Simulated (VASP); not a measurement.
# ZnO (zincite) in VASP: single point with LDA

Aim: the single point of ZnO (zincite) with LDA.

Everything below comes from runs of VASP 6.6.1. Logs are shortened: lines on timing, memory, paths and dates and some standing lists are left out, and cuts for length are marked.

## Step 1: The cell of the first run

The cell holds a slab with vacuum, 20 atoms: a = 3.187 Å, b = 5.153 Å, c = 26.960 Å, α = 90.00°, β = 90.00°, γ = 90.00°.

## Step 2: Single point, LDA

File INCAR:

```
SYSTEM = ZnO
PREC = Accurate
ENCUT = 520
EDIFF = 1E-6
ISMEAR = 0
SIGMA = 0.05
LREAL = Auto
LASPH = .TRUE.
NELM = 100
ALGO = Normal
ISIF = 2
LWAVE = .FALSE.
LCHARG = .FALSE.
LDIPOL = .TRUE.
IDIPOL = 3
DIPOL = 0.5 0.5 0.500
NBANDS = 106
```

File KPOINTS:

```
regular mesh
0
G
  8 5 1
  0 0 0
```

File POSCAR:

```
ZnO
1.0
    3.1868519158      0.0000000000      0.0000000000
    0.0000000000      5.1534131039      0.0000000000
    0.0000000000      0.0000000000     26.9595437746
Zn O
10 10
Direct
    0.0000000000      0.4996637473      0.2781946187
    0.5000000000      0.9996637473      0.3123185235
    0.5000000000      0.4996637473      0.3805663331
    0.0000000000      0.9996637473      0.4146902380
    0.0000000000      0.4996637473      0.4829380476
    0.5000000000      0.9996637473      0.5170619524
    0.5000000000      0.4996637473      0.5853097620
    0.0000000000      0.9996637473      0.6194336669
    0.0000000000      0.4996637473      0.6876814765
    0.5000000000      0.9996637473      0.7218053813
    0.0000000000      0.1213262527      0.2781946187
    0.5000000000      0.6213262527      0.3123185235
    0.5000000000      0.1213262527      0.3805663331
    0.0000000000      0.6213262527      0.4146902380
    0.0000000000      0.1213262527      0.4829380476
    0.5000000000      0.6213262527      0.5170619524
    0.5000000000      0.1213262527      0.5853097620
    0.0000000000      0.6213262527      0.6194336669
    0.0000000000      0.1213262527      0.6876814765
    0.5000000000      0.6213262527      0.7218053813
```

Potentials or basis: VASP PAW LDA potentials, release 64 (Zn, O).

Started as:

```sh
$ cat potpaw_LDA.64/Zn/POTCAR potpaw_LDA.64/O/POTCAR > POTCAR
$ mpirun -np 1 vasp_std > vasp.out
```

OUTCAR:

```text
SYSTEM = ZnO
   PREC = Accurate
   ENCUT = 520
   EDIFF = 1E-6
   ISMEAR = 0
   LREAL = Auto
   LASPH = .TRUE.
   NELM = 100
   ISIF = 2

 ion  position               nearest neighbor table
   1  0.000  0.500  0.278-  12 1.94  12 1.94  11 1.95
   2  0.500  1.000  0.312-  13 1.94  11 1.94  11 1.94  12 1.95
   3  0.500  0.500  0.381-  12 1.94  14 1.94  14 1.94  13 1.95
   4  0.000  1.000  0.415-  15 1.94  13 1.94  13 1.94  14 1.95
   5  0.000  0.500  0.483-  14 1.94  16 1.94  16 1.94  15 1.95
   6  0.500  1.000  0.517-  17 1.94  15 1.94  15 1.94  16 1.95
   7  0.500  0.500  0.585-  16 1.94  18 1.94  18 1.94  17 1.95
   8  0.000  1.000  0.619-  19 1.94  17 1.94  17 1.94  18 1.95
   9  0.000  0.500  0.688-  18 1.94  20 1.94  20 1.94  19 1.95
  10  0.500  1.000  0.722-  19 1.94  19 1.94  20 1.95
  11  0.000  0.121  0.278-   2 1.94   2 1.94   1 1.95
  12  0.500  0.621  0.312-   3 1.94   1 1.94   1 1.94   2 1.95
  13  0.500  0.121  0.381-   2 1.94   4 1.94   4 1.94   3 1.95
  14  0.000  0.621  0.415-   5 1.94   3 1.94   3 1.94   4 1.95
  15  0.000  0.121  0.483-   4 1.94   6 1.94   6 1.94   5 1.95
  16  0.500  0.621  0.517-   7 1.94   5 1.94   5 1.94   6 1.95
  17  0.500  0.121  0.585-   6 1.94   8 1.94   8 1.94   7 1.95
  18  0.000  0.621  0.619-   9 1.94   7 1.94   7 1.94   8 1.95
  19  0.000  0.121  0.688-   8 1.94  10 1.94  10 1.94   9 1.95
  20  0.500  0.621  0.722-   9 1.94   9 1.94  10 1.95

  LATTYP: Found a simple orthorhombic cell.
 ALAT       =     3.1868519158
 B/A-ratio  =     1.6170858390
 C/A-ratio  =     8.4596160998

  Lattice vectors:

 A1 = (   3.1868519158,   0.0000000000,   0.0000000000)
 A2 = (   0.0000000000,   5.1534131039,   0.0000000000)
 A3 = (   0.0000000000,   0.0000000000,  26.9595437746)

Analysis of symmetry for initial positions (statically):
=====================================================================
 Subroutine PRICEL returns:
 Original cell was already a primitive cell.

 Routine SETGRP: Setting up the symmetry group for a
 simple orthorhombic supercell.

 Subroutine GETGRP returns: Found  4 space group operations
 (whereof  2 operations were pure point group operations)
 out of a pool of  8 trial point group operations.

The static configuration has the point symmetry C_1h.
 The point group associated with its full space group is C_2v.

Analysis of symmetry for dynamics (positions and initial velocities):
=====================================================================
 Subroutine PRICEL returns:
 Original cell was already a primitive cell.

 Routine SETGRP: Setting up the symmetry group for a
 simple orthorhombic supercell.

 Subroutine GETGRP returns: Found  4 space group operations
 (whereof  2 operations were pure point group operations)
 out of a pool of  8 trial point group operations.

The dynamic configuration has the point symmetry C_1h.
 The point group associated with its full space group is C_2v.

 Subroutine INISYM returns: Found  4 space group operations
 (whereof  2 operations are pure point group operations),
 and found     1 'primitive' translations

----------------------------------------------------------------------------------------

                                     Primitive cell

  volume of cell :     442.7610

  direct lattice vectors                    reciprocal lattice vectors
     3.186851916  0.000000000  0.000000000     0.313789290  0.000000000  0.000000000
     0.000000000  5.153413104  0.000000000     0.000000000  0.194046155  0.000000000
     0.000000000  0.000000000 26.959543775     0.000000000  0.000000000  0.037092616

  length of vectors
     3.186851916  5.153413104 26.959543775     0.313789290  0.194046155  0.037092616

  position of ions in fractional coordinates (direct lattice)
     0.000000000  0.499663747  0.278194619
     0.500000000  0.999663747  0.312318523
     0.500000000  0.499663747  0.380566333
     0.000000000  0.999663747  0.414690238
     0.000000000  0.499663747  0.482938048
     0.500000000  0.999663747  0.517061952
[... 12 lines left out ...]
     0.000000000  0.121326253  0.687681477
     0.500000000  0.621326253  0.721805381

  ion indices of the primitive-cell ions
   primitive index   ion index
                 1           1
                 2           2
                 3           3
                 4           4
                 5           5
                 6           6
[... 12 lines left out ...]
                19          19
                20          20

----------------------------------------------------------------------------------------

 KPOINTS: regular mesh

Automatic generation of k-mesh.
 Grid dimensions read from file:
 generate k-points for:    8    5    1

 Generating k-lattice:

  Cartesian coordinates                     Fractional coordinates (reciprocal lattice)
     0.039223661  0.000000000  0.000000000     0.125000000  0.000000000  0.000000000
     0.000000000  0.038809231  0.000000000     0.000000000  0.200000000  0.000000000
     0.000000000  0.000000000  0.037092616     0.000000000  0.000000000  1.000000000

  Length of vectors
     0.039223661  0.038809231  0.037092616

  Shift w.r.t. Gamma in fractional coordinates (k-lattice)
     0.000000000  0.000000000  0.000000000

 Subroutine IBZKPT returns following result:
 ===========================================

 Found     15 irreducible k-points:

 Following reciprocal coordinates:
            Coordinates               Weight
  0.000000  0.000000  0.000000      1.000000
  0.125000  0.000000  0.000000      2.000000
  0.250000  0.000000  0.000000      2.000000
  0.375000  0.000000  0.000000      2.000000
  0.500000  0.000000  0.000000      1.000000
  0.000000  0.200000  0.000000      2.000000
  0.125000  0.200000  0.000000      4.000000
  0.250000  0.200000  0.000000      4.000000
  0.375000  0.200000  0.000000      4.000000
  0.500000  0.200000  0.000000      2.000000
  0.000000  0.400000  0.000000      2.000000
  0.125000  0.400000  0.000000      4.000000
  0.250000  0.400000  0.000000      4.000000
  0.375000  0.400000  0.000000      4.000000
  0.500000  0.400000  0.000000      2.000000
   k-points           NKPTS =     15   k-points in BZ     NKDIM =     15   number of bands    NBANDS=    106
   number of dos      NEDOS =    301   number of ions     NIONS =     20
   total plane-waves  NPLWV = 201600
   dimension x,y,z NGX =    24 NGY =   40 NGZ =  210
   dimension x,y,z NGXF=    48 NGYF=   80 NGZF=  420
   ions per type =              10  10
   NGX,Y,Z   is equivalent  to a cutoff of  12.52, 12.90, 12.95 a.u.
   NGXF,Y,Z  is equivalent  to a cutoff of  25.04, 25.81, 25.90 a.u.
 SYSTEM =  ZnO
   PREC   = accura    normal or accurate (medium, high low for compatibility)
   ISTART =      0    job   : 0-new  1-cont  2-samecut
   ICHARG =      2    charge: 1-file 2-atom 10-const
   ISPIN  =      1    spin polarized calculation?
   LNONCOLLINEAR =      F non collinear calculations
   LSORBIT =      F    spin-orbit coupling
   LASPH  =      T    aspherical Exc in radial PAW
   ENCUT  =  520.0 eV  38.22 Ry    6.18 a.u.   5.93  9.58 50.13*2*pi/ulx,y,z
   NELM   =    100;   NELMIN=  2; NELMDL= -5     # of ELM steps
   EDIFF  = 0.1E-05   stopping-criterion for ELM
   LREAL  =      T    real-space projection
   EDIFFG = 0.1E-04   stopping-criterion for IOM
   NSW    =      0    number of steps for IOM
   IBRION =     -1    ionic relax: 0-MD 1-quasi-New 2-CG
   NFREE  =      0    steps in history (QN), initial steepest desc. (CG)
   ISIF   =      2    stress and relaxation
   ISYM   =      2    0-nonsym 1-usesym 2-fastsym
   POTIM  = 0.5000    time-step for ionic-motion
   TEBEG  =    0.0;   TEEND  =   0.0 temperature during run
   PSTRESS=    0.0 pullay stress
   NELECT =     180.0000    total number of electrons
   NUPDOWN=      -1.0000    fix difference up-down
   EMIN   =  10.00;   EMAX   =-10.00  energy-range for DOS
   EFERMI =   0.00;   METHOD = LEGACY
   ISMEAR =     0;   SIGMA  =   0.05  broadening in eV -4-tet -1-fermi 0-gaus
   EFERMI_NEDOS =   21; number of points for ismear=-14 and -15
   IALGO  =     38    algorithm
   IMIX   =      4    mixing-type and parameters
     AMIX     =   0.40;   BMIX     =  1.00
     AMIX_MAG =   1.60;   BMIX_MAG =  1.00
  volume/ion in A,a.u.               =      22.14       149.39
  Fermi-wavevector in a.u.,A,eV,Ry     =   1.212763  2.291789 20.011362  1.470794
  Thomas-Fermi vector in A             =   2.348236
   LORBIT       =      0    0 simple, 1 ext, 2 COOP (PROOUT), +10 PAW based schemes
   GGA     = CA    functional components
   LHFCALC =     F    Hartree Fock is set to
   AEXX    =    0.0000 exact exchange contribution
   IVDW    =     0    specifies the selected vdW correction
   LEPSILON=     F    determine dielectric tensor
   LRPA    =     F    only Hartree local field effects (RPA)
 non-spin polarized calculation
 Gauss-broadening in eV      SIGMA  =   0.05
  energy-cutoff  :      520.00
  volume of cell :      442.76
 maximum number of plane-waves:     11980
 NGX is ok and might be reduce to    24
   NGX = 11   NGY = 19   NGZ =101

 dipolmoment           0.000000      0.000000     -0.000000 electrons x Angstroem

 number of electron     179.9999912 magnetization

 dipolmoment           0.000000      0.000000      0.000000 electrons x Angstroem

 Free energy of the ion-electron system (eV)
  ---------------------------------------------------
  ext. energy  EPLUGINS =         0.00000000
  ---------------------------------------------------
  free energy    TOTEN  =      -102.62434703 eV

  energy without entropy =     -102.62434703  energy(sigma->0) =     -102.62434703

 E-fermi :  -1.5689     XC(G=0):  -6.5576

 val. band max:       -1.8270373909   @ k =   0.0000   0.0000   0.0000
 cond. band min:      -1.3462463416   @ k =   0.0000   0.0000   0.0000
 fundamental gap:      0.4807910493
 Fermi energy:        -1.5688631663

 k-point     1 :       0.0000    0.0000    0.0000
  band No.  band energies     occupation
      1     -20.3241      2.00000
      2     -20.2207      2.00000
      3     -20.0472      2.00000
      4     -19.8149      2.00000
      5     -19.6027      2.00000
      6     -19.4646      2.00000
[... 1564 lines left out ...]
    101       4.7092      0.00000
    102       4.7092      0.00000
 [bands above 102 left out]

------------------------ aborting loop because EDIFF is reached ----------------------------------------

 vacuum level on the upper side and lower side of the slab       (xc-potential included)        -0.157        -0.157

  FORCE on cell =-STRESS in cart. coord.  units (eV):
  Direction    XX          YY          ZZ          XY          YZ          ZX
  --------------------------------------------------------------------------------------
  -------------------------------------------------------------------------------------
  Total       -0.9638407     -4.5275521     -0.1791287      0.0000000      0.0000000      0.0000000
  in kB       -3.4877589    -16.3834236     -0.6481962      0.0000000      0.0000000      0.0000000
  external PRESSURE =      -6.8397929 kB  Pullay stress =       0.0000000 kB

 VOLUME and BASIS-vectors are now :
 -----------------------------------------------------------------------------
  energy-cutoff  :      520.00
  volume of cell :      442.76
      direct lattice vectors                 reciprocal lattice vectors
     3.186851916  0.000000000  0.000000000     0.313789290  0.000000000  0.000000000
     0.000000000  5.153413104  0.000000000     0.000000000  0.194046155  0.000000000
     0.000000000  0.000000000 26.959543775     0.000000000  0.000000000  0.037092616

 POSITION                                       TOTAL-FORCE (eV/Angst)
 -----------------------------------------------------------------------------------
      0.00000      2.57497      7.50000         0.000000     -1.430958      1.183337
      1.59343      5.15168      8.41996         0.000000      0.716948     -0.851090
      1.59343      2.57497     10.25989         0.000000     -0.236548      0.163153
      0.00000      5.15168     11.17986         0.000000      0.104359     -0.093097
      0.00000      2.57497     13.01979         0.000000     -0.018304      0.037266
      1.59343      5.15168     13.93975         0.000000     -0.018304     -0.037266
[... 12 lines left out ...]
      0.00000      0.62524     18.53958         0.000000      0.076091      0.957077
      1.59343      3.20195     19.45954         0.000000      0.760830     -0.156897
 -----------------------------------------------------------------------------------
    total drift:                                0.000000      0.001409     -0.000055

  FREE ENERGIE OF THE ION-ELECTRON SYSTEM (eV)
  ---------------------------------------------------
  free  energy   TOTEN  =      -102.6243470341 eV

  energy  without entropy=     -102.6243470341  energy(sigma->0) =     -102.62434703

 vacuum level on the upper side and lower side of the slab         3.453         3.453
```

Run time: 19 min. Hardware: 1 thread of AMD EPYC 9R45 (Zen 5), shared host; peak memory 0.59 GiB.

Results:

| Property | Result |
| --- | --- |
| Free energy | -102.6243 eV |
| Largest force | 1.857 eV/Å |
| Band gap on the k mesh | 0.48 eV, direct |

Forces in eV/Å, atoms in the order of the input:
```
Zn   0.000 -1.431  1.183
Zn   0.000  0.717 -0.851
Zn   0.000 -0.237  0.163
Zn   0.000  0.104 -0.093
Zn   0.000 -0.018  0.037
Zn   0.000 -0.018 -0.037
Zn   0.000  0.104  0.093
Zn   0.000 -0.237 -0.163
Zn   0.000  0.717  0.851
Zn   0.000 -1.431 -1.183
O    0.000  0.761  0.157
O    0.000  0.076 -0.957
O    0.000  0.039  0.334
O    0.000 -0.016 -0.142
O    0.000  0.005  0.066
O    0.000  0.005 -0.066
O    0.000 -0.016  0.142
O    0.000  0.039 -0.334
O    0.000  0.076  0.957
O    0.000  0.761 -0.157
```
